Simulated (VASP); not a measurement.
# TiCo2 (Fd-3m) in VASP: notebook

TiCo2 is run at these levels: PBEsol; tasks: single point.

All numbers are computed with VASP 6.6.1; they aren't measurements. Logs are shortened: lines on timing, memory, paths and dates and some standing lists are left out, and cuts for length are marked.

## 1. The cell of the first run

The structure is cubic, space group Fd-3m (No. 227). Conventional cell: a = 6.704 Å, b = 6.704 Å, c = 6.704 Å, α = 90.00°, β = 90.00°, γ = 90.00°. Within 3.7 Å of Ti (site symmetry -43m) lie 12 Co at 2.78 Å and 4 Ti at 2.90 Å. Within 3.1 Å of Co (site symmetry -3m) lie 6 Co at 2.37 Å and 6 Ti at 2.78 Å.

## 2. Single point, PBEsol, collinear spin, ferrimagnetic start

Contents of INCAR:

```
SYSTEM = TiCo2
PREC     = Accurate       ! precision mode
ENCUT    = 520            ! plane-wave cutoff, eV
EDIFF    = 1E-7           ! SCF threshold, eV
ISMEAR   = 0              ! smearing method
SIGMA    = 0.1            ! smearing width, eV
LREAL    = .FALSE.        ! projectors in reciprocal space
LASPH    = .TRUE.         ! aspherical terms in the spheres
NELM     = 150            ! most SCF steps
ALGO     = Normal         ! electronic algorithm
ISIF     = 2              ! what is computed and relaxed
LWAVE    = .FALSE.        ! write WAVECAR
LCHARG   = .FALSE.        ! write CHGCAR
ISPIN    = 2              ! spin polarisation
MAGMOM   = -0.31 -0.31 0.82 0.82 0.82 0.82 ! initial moments
LORBIT   = 11             ! projections on sites
LMAXMIX  = 4              ! l up to which the mixer works
GGA      = PS             ! functional
NBANDS   = 43             ! bands
```

Contents of KPOINTS:

```
Automatic mesh
0
G
  4 4 4
  0 0 0
```

Contents of POSCAR:

```
TiCo2
1.0
    0.0000000000      3.3520000000      3.3520000000
    3.3520000000      0.0000000000      3.3520000000
    3.3520000000      3.3520000000      0.0000000000
Ti Co
2 4
Direct
    0.5000000000      0.5000000000      0.5000000000
    0.7500000000      0.7500000000      0.7500000000
    0.1250000000      0.1250000000      0.1250000000
    0.6250000000      0.1250000000      0.1250000000
    0.1250000000      0.1250000000      0.6250000000
    0.1250000000      0.6250000000      0.1250000000
```

Potentials or basis: VASP PAW PBE potentials, release 64 (Ti_sv, Co).

Started as:

```bash
> cat potpaw_PBE.64/Ti_sv/POTCAR potpaw_PBE.64/Co/POTCAR > POTCAR
> mpirun -np 1 vasp_std > vasp.out
```

OUTCAR:

```text
SYSTEM = TiCo2
   PREC = Accurate
   ENCUT = 520
   EDIFF = 1E-7
   ISMEAR = 0
   LREAL = .FALSE.
   LASPH = .TRUE.
   NELM = 150
   ISIF = 2
   ISPIN = 2
   LORBIT = 11
   GGA = PS

 ion  position               nearest neighbor table
   1  0.500  0.500  0.500-   3 2.78   5 2.78   6 2.78   3 2.78   4 2.78   5 2.78   3 2.78   4 2.78
                             6 2.78   4 2.78   5 2.78   6 2.78   2 2.90   2 2.90   2 2.90   2 2.90
   2  0.750  0.750  0.750-   4 2.78   5 2.78   6 2.78   3 2.78   4 2.78   6 2.78   3 2.78   4 2.78
                             5 2.78   3 2.78   5 2.78   6 2.78   1 2.90   1 2.90   1 2.90   1 2.90
   3  0.125  0.125  0.125-   4 2.37   5 2.37   6 2.37   5 2.37   6 2.37   4 2.37   1 2.78   2 2.78
                             1 2.78   2 2.78   1 2.78   2 2.78
   4  0.625  0.125  0.125-   3 2.37   5 2.37   6 2.37   3 2.37   5 2.37   6 2.37   2 2.78   1 2.78
                             1 2.78   2 2.78   2 2.78   1 2.78
   5  0.125  0.125  0.625-   3 2.37   3 2.37   4 2.37   6 2.37   6 2.37   4 2.37   1 2.78   2 2.78
                             1 2.78   2 2.78   1 2.78   2 2.78
   6  0.125  0.625  0.125-   3 2.37   5 2.37   3 2.37   4 2.37   5 2.37   4 2.37   2 2.78   1 2.78
                             2 2.78   2 2.78   1 2.78   1 2.78

  LATTYP: Found a face centered cubic cell.
 ALAT       =     6.7040000000

  Lattice vectors:

 A1 = (   0.0000000000,   3.3520000000,   3.3520000000)
 A2 = (   3.3520000000,   0.0000000000,   3.3520000000)
 A3 = (   3.3520000000,   3.3520000000,   0.0000000000)

Analysis of symmetry for initial positions (statically):
=====================================================================
 Subroutine PRICEL returns:
 Original cell was already a primitive cell.

 Routine SETGRP: Setting up the symmetry group for a
 face centered cubic supercell.

 Subroutine GETGRP returns: Found 48 space group operations
 (whereof 24 operations were pure point group operations)
 out of a pool of 48 trial point group operations.

The static configuration has the point symmetry T_d .
 The point group associated with its full space group is O_h .

Analysis of symmetry for dynamics (positions and initial velocities):
=====================================================================
 Subroutine PRICEL returns:
 Original cell was already a primitive cell.

 Routine SETGRP: Setting up the symmetry group for a
 face centered cubic supercell.

 Subroutine GETGRP returns: Found 48 space group operations
 (whereof 24 operations were pure point group operations)
 out of a pool of 48 trial point group operations.

The dynamic configuration has the point symmetry T_d .
 The point group associated with its full space group is O_h .

Analysis of structural, dynamic, and magnetic symmetry:
=====================================================================
 Subroutine PRICEL returns:
 Original cell was already a primitive cell.

 Routine SETGRP: Setting up the symmetry group for a
 face centered cubic supercell.

 Subroutine GETGRP returns: Found 48 space group operations
 (whereof 24 operations were pure point group operations)
 out of a pool of 48 trial point group operations.

The overall configuration has the point symmetry T_d .
 The point group associated with its full space group is O_h .

 Subroutine INISYM returns: Found 48 space group operations
 (whereof 24 operations are pure point group operations),
 and found     1 'primitive' translations

----------------------------------------------------------------------------------------

                                     Primitive cell

  volume of cell :      75.3255

  direct lattice vectors                    reciprocal lattice vectors
     0.000000000  3.352000000  3.352000000    -0.149164678  0.149164678  0.149164678
     3.352000000  0.000000000  3.352000000     0.149164678 -0.149164678  0.149164678
     3.352000000  3.352000000  0.000000000     0.149164678  0.149164678 -0.149164678

  length of vectors
     4.740443861  4.740443861  4.740443861     0.258360801  0.258360801  0.258360801

  position of ions in fractional coordinates (direct lattice)
     0.500000000  0.500000000  0.500000000
     0.750000000  0.750000000  0.750000000
     0.125000000  0.125000000  0.125000000
     0.625000000  0.125000000  0.125000000
     0.125000000  0.125000000  0.625000000
     0.125000000  0.625000000  0.125000000

  ion indices of the primitive-cell ions
   primitive index   ion index
                 1           1
                 2           2
                 3           3
                 4           4
                 5           5
                 6           6

----------------------------------------------------------------------------------------

 KPOINTS: Automatic mesh

Automatic generation of k-mesh.
 Grid dimensions read from file:
 generate k-points for:    4    4    4

 Generating k-lattice:

  Cartesian coordinates                     Fractional coordinates (reciprocal lattice)
    -0.037291169  0.037291169  0.037291169     0.250000000  0.000000000  0.000000000
     0.037291169 -0.037291169  0.037291169     0.000000000  0.250000000  0.000000000
     0.037291169  0.037291169 -0.037291169     0.000000000  0.000000000  0.250000000

  Length of vectors
     0.064590200  0.064590200  0.064590200

  Shift w.r.t. Gamma in fractional coordinates (k-lattice)
     0.000000000  0.000000000  0.000000000

 Subroutine IBZKPT returns following result:
 ===========================================

 Found      8 irreducible k-points:

 Following reciprocal coordinates:
            Coordinates               Weight
  0.000000  0.000000  0.000000      1.000000
  0.250000  0.000000  0.000000      8.000000
  0.500000  0.000000  0.000000      4.000000
  0.250000  0.250000  0.000000      6.000000
  0.500000  0.250000  0.000000     24.000000
 -0.250000  0.250000  0.000000     12.000000
  0.500000  0.500000  0.000000      3.000000
 -0.250000  0.500000  0.250000      6.000000
   k-points           NKPTS =      8   k-points in BZ     NKDIM =      8   number of bands    NBANDS=     43
   number of dos      NEDOS =    301   number of ions     NIONS =      6
   total plane-waves  NPLWV =  46656
   dimension x,y,z NGX =    36 NGY =   36 NGZ =   36
   dimension x,y,z NGXF=    72 NGYF=   72 NGZF=   72
   ions per type =               2   4
   NGX,Y,Z   is equivalent  to a cutoff of  12.63, 12.63, 12.63 a.u.
   NGXF,Y,Z  is equivalent  to a cutoff of  25.25, 25.25, 25.25 a.u.
 SYSTEM =  TiCo2
   PREC   = accura    normal or accurate (medium, high low for compatibility)
   ISTART =      0    job   : 0-new  1-cont  2-samecut
   ICHARG =      2    charge: 1-file 2-atom 10-const
   ISPIN  =      2    spin polarized calculation?
   LNONCOLLINEAR =      F non collinear calculations
   LSORBIT =      F    spin-orbit coupling
   LASPH  =      T    aspherical Exc in radial PAW
   ENCUT  =  520.0 eV  38.22 Ry    6.18 a.u.   8.81  8.81  8.81*2*pi/ulx,y,z
   NELM   =    150;   NELMIN=  2; NELMDL= -5     # of ELM steps
   EDIFF  = 0.1E-06   stopping-criterion for ELM
   LREAL  =      F    real-space projection
   EDIFFG = 0.1E-05   stopping-criterion for IOM
   NSW    =      0    number of steps for IOM
   IBRION =     -1    ionic relax: 0-MD 1-quasi-New 2-CG
   NFREE  =      0    steps in history (QN), initial steepest desc. (CG)
   ISIF   =      2    stress and relaxation
   ISYM   =      2    0-nonsym 1-usesym 2-fastsym
   POTIM  = 0.5000    time-step for ionic-motion
   TEBEG  =    0.0;   TEEND  =   0.0 temperature during run
   PSTRESS=    0.0 pullay stress
   NELECT =      60.0000    total number of electrons
   NUPDOWN=      -1.0000    fix difference up-down
   EMIN   =  10.00;   EMAX   =-10.00  energy-range for DOS
   EFERMI =   0.00;   METHOD = LEGACY
   ISMEAR =     0;   SIGMA  =   0.10  broadening in eV -4-tet -1-fermi 0-gaus
   EFERMI_NEDOS =   21; number of points for ismear=-14 and -15
   IALGO  =     38    algorithm
   IMIX   =      4    mixing-type and parameters
     AMIX     =   0.40;   BMIX     =  1.00
     AMIX_MAG =   1.60;   BMIX_MAG =  1.00
  volume/ion in A,a.u.               =      12.55        84.72
  Fermi-wavevector in a.u.,A,eV,Ry     =   1.517555  2.867764 31.333871  2.302975
  Thomas-Fermi vector in A             =   2.626795
   LORBIT       =     11    0 simple, 1 ext, 2 COOP (PROOUT), +10 PAW based schemes
   GGA     = PS    functional components
   LHFCALC =     F    Hartree Fock is set to
   AEXX    =    0.0000 exact exchange contribution
   IVDW    =     0    specifies the selected vdW correction
   LEPSILON=     F    determine dielectric tensor
   LRPA    =     F    only Hartree local field effects (RPA)
 spin polarized calculation
 Gauss-broadening in eV      SIGMA  =   0.10
  energy-cutoff  :      520.00
  volume of cell :       75.33
 maximum number of plane-waves:      2085
   NGX = 17   NGY = 17   NGZ = 17

 number of electron      60.0000021 magnetization       2.3184759

 Free energy of the ion-electron system (eV)
  ---------------------------------------------------
  ext. energy  EPLUGINS =         0.00000000
  ---------------------------------------------------
  free energy    TOTEN  =       -49.52317307 eV

  energy without entropy =      -49.48343184  energy(sigma->0) =      -49.50330246

 E-fermi :   9.6835     XC(G=0): -12.9405

 val. band max:        9.6659203716   @ k =   0.2500   0.0000   0.0000
 cond. band min:       9.7079427182   @ k =   0.5000   0.0000   0.0000
 fundamental gap:      0.0420223467
 Fermi energy:         9.6835234140

 spin component 1

 k-point     1 :       0.0000    0.0000    0.0000
  band No.  band energies     occupation
      1     -47.1393      1.00000
      2     -47.0566      1.00000
      3     -23.5245      1.00000
      4     -23.5245      1.00000
      5     -23.5245      1.00000
      6     -23.3402      1.00000
[... 34 lines left out ...]
     41      15.2188      0.00000
     42      15.2188      0.00000
[... 273 lines left out ...]
      1     -47.0978      1.00000
      2     -47.0978      1.00000
      3     -23.5656      1.00000
      4     -23.5656      1.00000
      5     -23.4335      1.00000
      6     -23.4335      1.00000
[... 34 lines left out ...]
     41      12.0067      0.00000
     42      12.0067      0.00000
 Fermi energy:         9.6835234140

 spin component 2

 k-point     1 :       0.0000    0.0000    0.0000
  band No.  band energies     occupation
      1     -47.3794      1.00000
      2     -47.2962      1.00000
      3     -23.7686      1.00000
      4     -23.7686      1.00000
      5     -23.7686      1.00000
      6     -23.5829      1.00000
[... 34 lines left out ...]
     41      15.0763      0.00000
     42      15.0763      0.00000
[... 273 lines left out ...]
      1     -47.3377      1.00000
      2     -47.3377      1.00000
      3     -23.8096      1.00000
      4     -23.8096      1.00000
      5     -23.6768      1.00000
      6     -23.6768      1.00000
[... 34 lines left out ...]
     41      11.9701      0.00000
     42      11.9701      0.00000
 [bands above 42 left out]

------------------------ aborting loop because EDIFF is reached ----------------------------------------

  FORCE on cell =-STRESS in cart. coord.  units (eV):
  Direction    XX          YY          ZZ          XY          YZ          ZX
  --------------------------------------------------------------------------------------
  -------------------------------------------------------------------------------------
  Total       -5.6313475     -5.6313475     -5.6313475      0.0000000      0.0000000      0.0000000
  in kB     -119.7790555   -119.7790555   -119.7790555      0.0000000      0.0000000      0.0000000
  external PRESSURE =    -119.7790555 kB  Pullay stress =       0.0000000 kB

 VOLUME and BASIS-vectors are now :
 -----------------------------------------------------------------------------
  energy-cutoff  :      520.00
  volume of cell :       75.33
      direct lattice vectors                 reciprocal lattice vectors
     0.000000000  3.352000000  3.352000000    -0.149164678  0.149164678  0.149164678
     3.352000000  0.000000000  3.352000000     0.149164678 -0.149164678  0.149164678
     3.352000000  3.352000000  0.000000000     0.149164678  0.149164678 -0.149164678

 POSITION                                       TOTAL-FORCE (eV/Angst)
 -----------------------------------------------------------------------------------
      3.35200      3.35200      3.35200        -0.000000     -0.000000      0.000000
      5.02800      5.02800      5.02800         0.000000      0.000000     -0.000000
      0.83800      0.83800      0.83800        -0.000000     -0.000000     -0.000000
      0.83800      2.51400      2.51400        -0.000000     -0.000000     -0.000000
      2.51400      2.51400      0.83800        -0.000000     -0.000000     -0.000000
      2.51400      0.83800      2.51400        -0.000000     -0.000000     -0.000000
 -----------------------------------------------------------------------------------
    total drift:                                0.000000      0.000000      0.000000

  FREE ENERGIE OF THE ION-ELECTRON SYSTEM (eV)
  ---------------------------------------------------
  free  energy   TOTEN  =       -49.5231730702 eV

  energy  without entropy=      -49.4834318416  energy(sigma->0) =      -49.50330246

 total charge

# of ion       s       p       d       tot
------------------------------------------
    1        2.221   6.144   1.811  10.176
    2        2.221   6.144   1.811  10.176
    3        0.534   0.558   7.287   8.379
    4        0.534   0.558   7.287   8.379
    5        0.534   0.558   7.287   8.379
    6        0.534   0.558   7.287   8.379
--------------------------------------------------
tot          6.577  14.523  32.767  53.867

 magnetization (x)

# of ion       s       p       d       tot
------------------------------------------
    1       -0.002  -0.018  -0.250  -0.270
    2       -0.002  -0.018  -0.250  -0.270
    3        0.001  -0.005   0.762   0.758
    4        0.001  -0.005   0.762   0.758
    5        0.001  -0.005   0.762   0.758
    6        0.001  -0.005   0.762   0.758
--------------------------------------------------
tot         -0.002  -0.054   2.550   2.493
```

Run time: 91 s. Hardware: 1 thread of Intel Xeon Platinum 8259CL at 2.50GHz (Skylake/Cascade Lake), shared host; peak memory 0.25 GiB.

Results:

```yaml
Free_energy: -49.5232 eV
Pressure: -12.0 GPa
Net_moment: 2.32 μB per cell
Site_moments: Ti -0.27; Co +0.76 μB
Valence_electrons_inside_the_program's_atomic_spheres: Ti 10.18; Co 8.38
```

Levels at points of the mesh, in eV from the Fermi level:
Spin up:
```tsv
k point	band 27	band 28	band 29	band 30	band 31	band 32	band 33	band 34	band 35	band 36
(0.00, 0.00, 0.00)	-1.03	-1.03	-0.62	-0.62	-0.62	0.32	0.32	0.32	0.90	0.90
(0.50, 0.00, 0.00)	-1.06	-0.85	-0.85	0.17	0.17	0.32	0.59	0.59	0.85	0.99
(0.50, 0.50, 0.00)	-0.97	-0.97	-0.95	-0.95	-0.22	-0.22	0.79	0.79	1.48	1.48
```
Spin down:
```csv
k point,band 25,band 26,band 27,band 28,band 29,band 30,band 31,band 32,band 33,band 34
"(0.00, 0.00, 0.00)",-0.51,-0.51,-0.26,-0.26,-0.18,-0.18,-0.18,1.05,1.05,1.05
"(0.50, 0.00, 0.00)",-0.31,-0.31,-0.23,0.02,0.02,0.15,0.15,0.49,0.49,0.87
"(0.50, 0.50, 0.00)",-1.42,-1.42,-0.17,-0.17,-0.13,-0.13,0.10,0.10,0.92,0.92
```

Caveat: the k points lie up to 0.41 Å⁻¹ apart; the PAW data sets were made with another functional, which shifts forces and pressure a little.

(Part 1 of 2 ends here.)
